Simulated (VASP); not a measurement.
NbIn2S3:

```
Nb In S
1.0
     3.35752    0.00000    0.00000
     0.00000    3.35752    0.00000
     0.00000    0.00000   11.17426
Nb In S
1 2 3
Direct
  0.00000 0.00000 0.56735
  0.50000 0.50000 0.74334
  0.00000 0.00000 0.25500
  0.50000 0.00000 0.98387
  0.00000 0.50000 0.98387
  0.50000 0.50000 0.46657
```

```yaml
Program: VASP 6.6.1
Task: relaxation of cell and atoms
Functional: PBE
Potentials_or_basis: VASP PAW PBE potentials, release 64 (Nb_sv, In_d, S)
Cutoff: 600 eV
k_mesh: 6 × 6 × 2
Occupations: gaussian, width 0.1 eV
Spin: no spin polarisation
```

At the start: pressure -0.9 GPa; volume 20.99 Å³/atom.

Q: Where does the relaxation end?

A: Over 16 steps the energy falls by 14.6 meV/atom and the volume is 20.87 Å³/atom (-0.6 %); space group P4mm (No. 99, to 0.05 Å).

The path:
```tsv
step	energy change (eV)	largest force (eV/Å)	pressure (GPa)	volume (Å³)
1	0.0000	0.5513	-0.89	125.97
2	-0.0282	0.3025	0.51	123.86
3	-0.0302	0.2927	1.01	123.17
4	-0.0497	0.2549	0.39	124.35
5	-0.0546	0.3191	-0.08	125.32
6	-0.0647	0.2038	-0.30	125.48
7	-0.0714	0.1631	-0.68	125.77
8	-0.0768	0.1191	0.05	124.57
9	-0.0770	0.1079	0.23	124.29
10	-0.0799	0.0983	0.22	124.46
11	-0.0841	0.0808	0.21	124.97
12	-0.0857	0.0704	-0.26	125.78
13	-0.0857	0.0701	-0.28	125.81
14	-0.0869	0.0507	-0.16	125.63
15	-0.0871	0.0547	-0.08	125.51
16	-0.0876	0.0371	0.13	125.23
```

Final structure:
```
Nb In S
1.0
     3.37058    0.00000    0.00000
     0.00000    3.37058    0.00000
     0.00000    0.00000   11.02266
Nb In S
1 2 3
Direct
  0.00000 0.00000 0.56897
  0.50000 0.50000 0.75230
  0.00000 0.00000 0.23414
  0.50000 0.00000 0.98506
  0.00000 0.50000 0.98506
  0.50000 0.50000 0.47446
```
